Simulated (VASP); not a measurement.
# KP2 (P-3m1) in VASP: notebook

The runs below take KP2 through single point, relaxation of cell and atoms, with PBE+D3(BJ).

Program: VASP 6.6.1. These are calculated values, not measurements. Logs are shortened: lines on timing, memory, paths and dates and some standing lists are left out, and cuts for length are marked.

## Step 1: The cell of the first run

The structure is trigonal, space group P-3m1 (No. 164). Conventional cell: a = 3.806 Å, b = 3.806 Å, c = 5.564 Å, α = 90.00°, β = 90.00°, γ = 120.00°. K (site symmetry -3m) has 12 P at 3.24 to 3.87 Å and 6 K at 3.81 Å within 4.3 Å. Within 3.1 Å of P (site symmetry 3m) lie 3 P at 2.34 Å.

## Step 2: Single point, PBE+D3(BJ)

Contents of INCAR:

```
PREC = Accurate ; ENCUT = 520
EDIFF = 1E-6 ; ISMEAR = 0
SIGMA = 0.1 ; LREAL = F
LASPH = T ; NELM = 80
ALGO = Normal ; ISIF = 2
LWAVE = F ; LCHARG = F
GGA = PE ; IVDW = 12
NBANDS = 16
```

Contents of KPOINTS:

```
regular mesh
0
Gamma
  6 6 4
```

Contents of POSCAR:

```
KP2
1.0
    3.8064032927      0.0000000000      0.0000000000
   -1.9032016464      3.2964419485      0.0000000000
    0.0000000000      0.0000000000      5.5642212329
K P
1 2
Direct
    0.0000000000      0.0000000000      0.0000000000
    0.3333333333      0.6666666667      0.5730192368
    0.6666666667      0.3333333333      0.4269807632
```

Potentials or basis: VASP PAW PBE potentials, release 64 (K_sv, P).

Launch:

```console
> cat potpaw_PBE.64/K_sv/POTCAR potpaw_PBE.64/P/POTCAR > POTCAR
> mpirun -np 1 vasp_std > vasp.out
```

OUTCAR:

```text
PREC = Accurate
   ENCUT = 520
   EDIFF = 1E-6
   ISMEAR = 0
   LREAL = F
   LASPH = T
   NELM = 80
   ISIF = 2
   GGA = PE
   IVDW = 12
 IVDW          = 12

 ion  position               nearest neighbor table
   1  0.000  0.000  0.000-   2 3.24   3 3.24   3 3.24   2 3.24   3 3.24   2 3.24
   2  0.333  0.667  0.573-   3 2.34   3 2.34   3 2.34   1 3.24   1 3.24   1 3.24
   3  0.667  0.333  0.427-   2 2.34   2 2.34   2 2.34   1 3.24   1 3.24   1 3.24

  LATTYP: Found a hexagonal cell.
 ALAT       =     3.8064032927
 C/A-ratio  =     1.4618054907

  Lattice vectors:

 A1 = (   3.8064032927,   0.0000000000,   0.0000000000)
 A2 = (  -1.9032016464,   3.2964419485,   0.0000000000)
 A3 = (   0.0000000000,   0.0000000000,   5.5642212329)

Analysis of symmetry for initial positions (statically):
=====================================================================
 Subroutine PRICEL returns:
 Original cell was already a primitive cell.

 Routine SETGRP: Setting up the symmetry group for a
 hexagonal supercell.

 Subroutine GETGRP returns: Found 12 space group operations
 (whereof 12 operations were pure point group operations)
 out of a pool of 24 trial point group operations.

The static configuration has the point symmetry D_3d.

Analysis of symmetry for dynamics (positions and initial velocities):
=====================================================================
 Subroutine PRICEL returns:
 Original cell was already a primitive cell.

 Routine SETGRP: Setting up the symmetry group for a
 hexagonal supercell.

 Subroutine GETGRP returns: Found 12 space group operations
 (whereof 12 operations were pure point group operations)
 out of a pool of 24 trial point group operations.

The dynamic configuration has the point symmetry D_3d.

 Subroutine INISYM returns: Found 12 space group operations
 (whereof 12 operations are pure point group operations),
 and found     1 'primitive' translations

----------------------------------------------------------------------------------------

                                     Primitive cell

  volume of cell :      69.8176

  direct lattice vectors                    reciprocal lattice vectors
     3.806403293  0.000000000  0.000000000     0.262715199  0.151678691  0.000000000
    -1.903201646  3.296441949  0.000000000     0.000000000  0.303357382  0.000000000
     0.000000000  0.000000000  5.564221233     0.000000000  0.000000000  0.179719669

  length of vectors
     3.806403293  3.806403293  5.564221233     0.303357382  0.303357382  0.179719669

  position of ions in fractional coordinates (direct lattice)
     0.000000000  0.000000000  0.000000000
     0.333333333  0.666666667  0.573019237
     0.666666667  0.333333333  0.426980763

  ion indices of the primitive-cell ions
   primitive index   ion index
                 1           1
                 2           2
                 3           3

----------------------------------------------------------------------------------------

 KPOINTS: regular mesh

Automatic generation of k-mesh.
 Grid dimensions read from file:
 generate k-points for:    6    6    4

 Generating k-lattice:

  Cartesian coordinates                     Fractional coordinates (reciprocal lattice)
     0.043785867  0.025279782  0.000000000     0.166666667  0.000000000  0.000000000
     0.000000000  0.050559564  0.000000000     0.000000000  0.166666667  0.000000000
     0.000000000  0.000000000  0.044929917     0.000000000  0.000000000  0.250000000

  Length of vectors
     0.050559564  0.050559564  0.044929917

  Shift w.r.t. Gamma in fractional coordinates (k-lattice)
     0.000000000  0.000000000  0.000000000

 Subroutine IBZKPT returns following result:
 ===========================================

 Found     24 irreducible k-points:

 Following reciprocal coordinates:
            Coordinates               Weight
  0.000000  0.000000  0.000000      1.000000
  0.166667  0.000000  0.000000      6.000000
  0.333333  0.000000  0.000000      6.000000
  0.500000  0.000000  0.000000      3.000000
  0.166667  0.166667  0.000000      6.000000
  0.333333  0.166667  0.000000     12.000000
[... 16 lines left out ...]
  0.333333  0.166667  0.500000     12.000000
  0.333333  0.333333  0.500000      2.000000
   k-points           NKPTS =     24   k-points in BZ     NKDIM =     24   number of bands    NBANDS=     16
   number of dos      NEDOS =    301   number of ions     NIONS =      3
   total plane-waves  NPLWV =  32928
   dimension x,y,z NGX =    28 NGY =   28 NGZ =   42
   dimension x,y,z NGXF=    56 NGYF=   56 NGZF=   84
   ions per type =               1   2
   NGX,Y,Z   is equivalent  to a cutoff of  12.23, 12.23, 12.55 a.u.
   NGXF,Y,Z  is equivalent  to a cutoff of  24.46, 24.46, 25.10 a.u.
 SYSTEM =  unknown system
   PREC   = accura    normal or accurate (medium, high low for compatibility)
   ISTART =      0    job   : 0-new  1-cont  2-samecut
   ICHARG =      2    charge: 1-file 2-atom 10-const
   ISPIN  =      1    spin polarized calculation?
   LNONCOLLINEAR =      F non collinear calculations
   LSORBIT =      F    spin-orbit coupling
   LASPH  =      T    aspherical Exc in radial PAW
   ENCUT  =  520.0 eV  38.22 Ry    6.18 a.u.   7.08  7.08 10.35*2*pi/ulx,y,z
   NELM   =     80;   NELMIN=  2; NELMDL= -5     # of ELM steps
   EDIFF  = 0.1E-05   stopping-criterion for ELM
   LREAL  =      F    real-space projection
   EDIFFG = 0.1E-04   stopping-criterion for IOM
   NSW    =      0    number of steps for IOM
   IBRION =     -1    ionic relax: 0-MD 1-quasi-New 2-CG
   NFREE  =      0    steps in history (QN), initial steepest desc. (CG)
   ISIF   =      2    stress and relaxation
   ISYM   =      2    0-nonsym 1-usesym 2-fastsym
   POTIM  = 0.5000    time-step for ionic-motion
   TEBEG  =    0.0;   TEEND  =   0.0 temperature during run
   PSTRESS=    0.0 pullay stress
   NELECT =      19.0000    total number of electrons
   NUPDOWN=      -1.0000    fix difference up-down
   EMIN   =  10.00;   EMAX   =-10.00  energy-range for DOS
   EFERMI =   0.00;   METHOD = LEGACY
   ISMEAR =     0;   SIGMA  =   0.10  broadening in eV -4-tet -1-fermi 0-gaus
   EFERMI_NEDOS =   21; number of points for ismear=-14 and -15
   IALGO  =     38    algorithm
   IMIX   =      4    mixing-type and parameters
     AMIX     =   0.40;   BMIX     =  1.00
     AMIX_MAG =   1.60;   BMIX_MAG =  1.00
  volume/ion in A,a.u.               =      23.27       157.05
  Fermi-wavevector in a.u.,A,eV,Ry     =   1.060892  2.004795 15.313245  1.125492
  Thomas-Fermi vector in A             =   2.196289
   LORBIT       =      0    0 simple, 1 ext, 2 COOP (PROOUT), +10 PAW based schemes
   GGA     = PE    functional components
   LHFCALC =     F    Hartree Fock is set to
   AEXX    =    0.0000 exact exchange contribution
   IVDW    =    12    specifies the selected vdW correction
   LEPSILON=     F    determine dielectric tensor
   LRPA    =     F    only Hartree local field effects (RPA)
 non-spin polarized calculation
 Gauss-broadening in eV      SIGMA  =   0.10
  energy-cutoff  :      520.00
  volume of cell :       69.82
 maximum number of plane-waves:      1914
   NGX = 15   NGY = 15   NGZ = 21

 number of electron      18.9999999 magnetization

 Free energy of the ion-electron system (eV)
  ---------------------------------------------------
  ext. energy  EPLUGINS =         0.00000000
  ---------------------------------------------------
  free energy    TOTEN  =       -12.15963712 eV

  energy without entropy =      -12.14995443  energy(sigma->0) =      -12.15479578

 E-fermi :   5.0882     XC(G=0):  -8.9945

 val. band max:        5.0725465311   @ k =   0.1667   0.1667   0.5000
 cond. band min:       5.1620187769   @ k =  -0.1667   0.5000   0.2500
 fundamental gap:      0.0894722458
 Fermi energy:         5.0882123722

 k-point     1 :       0.0000    0.0000    0.0000
  band No.  band energies     occupation
      1     -26.7059      2.00000
      2     -10.2859      2.00000
      3     -10.0646      2.00000
      4     -10.0646      2.00000
      5      -9.6873      2.00000
      6      -1.9188      2.00000
[... 8 lines left out ...]
     15      10.1471      0.00000
     16      10.1471      0.00000

 k-point     2 :       0.1667    0.0000    0.0000
  band No.  band energies     occupation
      1     -26.6955      2.00000
      2     -10.2572      2.00000
      3     -10.2130      2.00000
      4     -10.0875      2.00000
      5      -9.3273      2.00000
      6      -2.5678      2.00000
[... 8 lines left out ...]
     15      10.0771      0.00000
     16      10.3331      0.00000

 k-point     3 :       0.3333    0.0000    0.0000
  band No.  band energies     occupation
      1     -26.6745      2.00000
      2     -10.4264      2.00000
      3     -10.1980      2.00000
      4     -10.1327      2.00000
      5      -8.4259      2.00000
      6      -4.4584      2.00000
[... 8 lines left out ...]
     15      10.6188      0.00000
     16      10.9449      0.00000

 k-point     4 :       0.5000    0.0000    0.0000
  band No.  band energies     occupation
      1     -26.6639      2.00000
      2     -10.5216      2.00000
      3     -10.1684      2.00000
      4     -10.1551      2.00000
      5      -7.5396      2.00000
      6      -5.7987      2.00000
[... 8 lines left out ...]
     15      11.2941      0.00000
     16      12.0187      0.00000

 k-point     5 :       0.1667    0.1667    0.0000
  band No.  band energies     occupation
      1     -26.6797      2.00000
      2     -10.3550      2.00000
      3     -10.2137      2.00000
      4     -10.1436      2.00000
      5      -8.7079      2.00000
      6      -3.8457      2.00000
[... 8 lines left out ...]
     15      10.5240      0.00000
     16      10.7404      0.00000

 k-point     6 :       0.3333    0.1667    0.0000
  band No.  band energies     occupation
      1     -26.6639      2.00000
      2     -10.4632      2.00000
      3     -10.2173      2.00000
      4     -10.1685      2.00000
      5      -7.6461      2.00000
      6      -5.5004      2.00000
[... 8 lines left out ...]
     15      10.9475      0.00000
     16      11.7042      0.00000

 k-point     7 :       0.3333    0.3333    0.0000
  band No.  band energies     occupation
      1     -26.6586      2.00000
      2     -10.3707      2.00000
      3     -10.3707      2.00000
      4     -10.1543      2.00000
      5      -6.5800      2.00000
      6      -6.5800      2.00000
[... 8 lines left out ...]
     15       8.8049      0.00000
     16      11.8072      0.00000

 k-point     8 :       0.0000    0.0000    0.2500
  band No.  band energies     occupation
      1     -26.7057      2.00000
      2     -10.5265      2.00000
      3     -10.0642      2.00000
      4     -10.0642      2.00000
      5      -9.3686      2.00000
      6      -2.2261      2.00000
[... 8 lines left out ...]
     15       9.6509      0.00000
     16      10.5235      0.00000

 k-point     9 :       0.1667    0.0000    0.2500
  band No.  band energies     occupation
      1     -26.6953      2.00000
      2     -10.4259      2.00000
      3     -10.1803      2.00000
      4     -10.0868      2.00000
      5      -9.1337      2.00000
      6      -2.6459      2.00000
[... 8 lines left out ...]
     15       9.7696      0.00000
     16      10.5287      0.00000
[... 172 lines left out ...]
 k-point    19 :       0.1667    0.0000    0.5000
  band No.  band energies     occupation
      1     -26.6951      2.00000
      2     -10.5404      2.00000
      3     -10.1732      2.00000
      4     -10.0862      2.00000
      5      -8.9624      2.00000
      6      -2.7884      2.00000
[... 8 lines left out ...]
     15       9.6748      0.00000
     16      10.8639      0.00000

 k-point    20 :       0.3333    0.0000    0.5000
  band No.  band energies     occupation
      1     -26.6742      2.00000
      2     -10.3840      2.00000
      3     -10.2989      2.00000
      4     -10.1308      2.00000
      5      -8.3454      2.00000
      6      -4.4323      2.00000
[... 8 lines left out ...]
     15      10.0121      0.00000
     16      10.7261      0.00000

 k-point    21 :       0.5000    0.0000    0.5000
  band No.  band energies     occupation
      1     -26.6637      2.00000
      2     -10.4823      2.00000
      3     -10.2025      2.00000
      4     -10.1528      2.00000
      5      -7.6529      2.00000
      6      -5.6668      2.00000
[... 8 lines left out ...]
     15      10.8345      0.00000
     16      11.0788      0.00000

 k-point    22 :       0.1667    0.1667    0.5000
  band No.  band energies     occupation
      1     -26.6794      2.00000
      2     -10.3580      2.00000
      3     -10.3105      2.00000
      4     -10.1408      2.00000
      5      -8.5525      2.00000
      6      -3.8725      2.00000
[... 8 lines left out ...]
     15       9.9309      0.00000
     16      10.5916      0.00000

 k-point    23 :       0.3333    0.1667    0.5000
  band No.  band energies     occupation
      1     -26.6637      2.00000
      2     -10.4284      2.00000
      3     -10.2165      2.00000
      4     -10.2038      2.00000
      5      -7.6855      2.00000
      6      -5.4844      2.00000
[... 8 lines left out ...]
     15      10.0297      0.00000
     16      10.2284      0.00000

 k-point    24 :       0.3333    0.3333    0.5000
  band No.  band energies     occupation
      1     -26.6584      2.00000
      2     -10.3517      2.00000
      3     -10.3517      2.00000
      4     -10.1750      2.00000
      5      -6.6394      2.00000
      6      -6.6394      2.00000
[... 8 lines left out ...]
     15       9.5604      0.00000
     16      10.2081      0.00000

------------------------ aborting loop because EDIFF is reached ----------------------------------------

 Edisp (eV)   -0.95372

 E8    (eV) :    -0.4154

  FORCE on cell =-STRESS in cart. coord.  units (eV):
  Direction    XX          YY          ZZ          XY          YZ          ZX
  --------------------------------------------------------------------------------------
  -------------------------------------------------------------------------------------
  Total      -0.04372    -0.04372     0.05649     0.00000     0.00000     0.00000
  in kB      -1.00322    -1.00322     1.29629     0.00000     0.00000     0.00000
  external pressure =       -0.24 kB  Pullay stress =        0.00 kB

 VOLUME and BASIS-vectors are now :
 -----------------------------------------------------------------------------
  energy-cutoff  :      520.00
  volume of cell :       69.82
      direct lattice vectors                 reciprocal lattice vectors
     3.806403293  0.000000000  0.000000000     0.262715199  0.151678691  0.000000000
    -1.903201646  3.296441949  0.000000000     0.000000000  0.303357382  0.000000000
     0.000000000  0.000000000  5.564221233     0.000000000  0.000000000  0.179719669

 POSITION                                       TOTAL-FORCE (eV/Angst)
 -----------------------------------------------------------------------------------
      0.00000      0.00000      0.00000         0.000000      0.000000     -0.000000
     -0.00000      2.19763      3.18841         0.000000     -0.000000     -0.025599
      1.90320      1.09881      2.37582        -0.000000      0.000000      0.025599
 -----------------------------------------------------------------------------------
    total drift:                                0.000000     -0.000000      0.000000

  FREE ENERGIE OF THE ION-ELECTRON SYSTEM (eV)
  ---------------------------------------------------
  free  energy   TOTEN  =       -13.1133526085 eV

  energy  without entropy=      -13.1036699135  energy(sigma->0) =      -13.10851126
```

Run time: 43 s. Hardware: 1 thread of Intel Xeon Platinum 8259CL at 2.50GHz (Skylake/Cascade Lake), shared host; peak memory 0.18 GiB.

What came out:

| Item | Value |
| --- | --- |
| Free energy | -13.1134 eV |
| Pressure | 0.0 GPa |
| Largest force | 0.026 eV/Å |
| Band gap on the k mesh | zero (an odd number of electrons rules out a gap without spin polarisation) |
| Dispersion energy per atom | -0.318 eV |

Forces on the atoms (eV/Å):
```
K    0.000  0.000  0.000
P    0.000  0.000 -0.026
P    0.000  0.000  0.026
```

Caveat: an odd number of electrons without spin polarisation forces a metal; a magnetic or distorted state may lie lower.

## Step 3: Single point, PBE+D3(BJ)

This run uses another cell than the first one, of 36.44 Å³/atom.

Contents of INCAR:

```
SYSTEM = KP2
ALGO = Normal
EDIFF = 1E-6
ENCUT = 520
GGA = PE
ISIF = 2
ISMEAR = 0
IVDW = 12
LASPH = .True.
LCHARG = .True.
LELF = .True.
LREAL = .False.
LVHAR = .True.
LWAVE = .False.
NBANDS = 16
NELM = 80
PREC = Accurate
SIGMA = 0.1
```

Contents of KPOINTS:

```
k-points
0
Gamma
  6 6 4
  0 0 0
```

Contents of POSCAR:

```
KP2
1.0
    4.5825000000      0.0000000000      0.0000000000
   -2.2912500000      3.9685614100      0.0000000000
    0.0000000000      0.0000000000      6.0111077100
K P
1 2
Direct
    0.0000000000      0.0000000000      0.0000000000
    0.3333333300      0.6666666700      0.6859946700
    0.6666666700      0.3333333300      0.3140053300
```

Potentials or basis: VASP PAW PBE potentials, release 64 (K_sv, P).

Launch:

```console
> cat potpaw_PBE.64/K_sv/POTCAR potpaw_PBE.64/P/POTCAR > POTCAR
> mpirun -np 1 vasp_std > vasp.out
```

It took 42 s on 1 thread of Intel Xeon Platinum 8259CL at 2.50GHz (Skylake/Cascade Lake), shared host; peak memory 0.25 GiB.

It converged, with:

```
Free energy                : -8.4500 eV
Pressure                   : -5.7 GPa
Largest force              : 2.402 eV/Å
Band gap on the k mesh     : zero (an odd number of electrons rules out a gap without spin polarisation)
Dispersion energy per atom : -0.195 eV
```

Forces in eV/Å, atoms in the order of the input:
```
K    0.000  0.000  0.000
P    0.000  0.000 -2.402
P    0.000  0.000  2.402
```

Stress tensor (GPa, compression positive):
```
-3.81  0.00  0.00
 0.00 -3.81  0.00
 0.00  0.00 -9.45
```

Levels at points of the mesh, in eV from the Fermi level:
```tsv
k point	band 6	band 7	band 8	band 9	band 10	band 11	band 12	band 13
(0.00, 0.00, 0.00)	-8.27	-1.87	-0.56	-0.56	0.53	0.53	0.77	4.35
(0.50, 0.00, 0.00)	-8.67	-1.95	-1.28	-0.89	-0.05	-0.02	0.36	3.89
(0.00, 0.00, 0.50)	-8.60	-0.89	-0.59	-0.27	-0.27	0.12	0.12	5.38
(0.50, 0.00, 0.50)	-8.58	-2.01	-1.89	-0.93	0.36	0.40	0.50	5.24
```

Caveat: the stress differs along the axes, from -9 to -4 GPa; an odd number of electrons without spin polarisation forces a metal; a magnetic or distorted state may lie lower.

[end of part 1 of 3]

The gap in the log of VASP goes by the Fermi energy; the results here count the filled bands.